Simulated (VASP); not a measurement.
Mn:

```
CELL_PARAMETERS angstrom
-1.43214 1.43214 1.43214
1.43214 -1.43214 1.43214
1.43214 1.43214 -1.43214
ATOMIC_POSITIONS crystal
Mn 0.00000 0.00000 0.00000
```

- Program: VASP 6.6.1
- Task: relaxation of cell and atoms
- Functional: r2SCAN
- Potentials or basis: VASP PAW PBE potentials, release 64 (Mn_pv)
- Cutoff: 600 eV
- k mesh: 15 × 15 × 15
- Occupations: fermi-dirac, width 0.05 eV
- Spin: collinear spin, ferromagnetic start
- Starting moments: [3.0] μB

At the start: pressure -17.4 GPa; volume 11.75 Å³/atom.

Task: How do energy, volume and symmetry change on relaxing?

Result: Over 4 steps the energy falls by 53.8 meV/atom and the volume is 10.83 Å³/atom (-7.9 %); space group Im-3m (No. 229, to 0.05 Å); moment 1.15 μB per cell.

The path:
```tsv
step	energy change (eV)	largest force (eV/Å)	pressure (GPa)	volume (Å³)
1	0.0000	0.0000	-17.38	11.75
2	0.0548	0.0000	34.18	9.71
3	-0.0537	0.0000	-0.65	10.85
4	-0.0538	0.0000	0.02	10.83
```

Final structure:
```xyz
1
Lattice="-1.3936 1.3936 1.3936 1.3936 -1.3936 1.3936 1.3936 1.3936 -1.3936" Properties=species:S:1:pos:R:3 pbc="T T T"
Mn    0.0000    0.0000    0.0000
```

Caveat: the PAW data sets were made with another functional, which shifts forces and pressure a little.
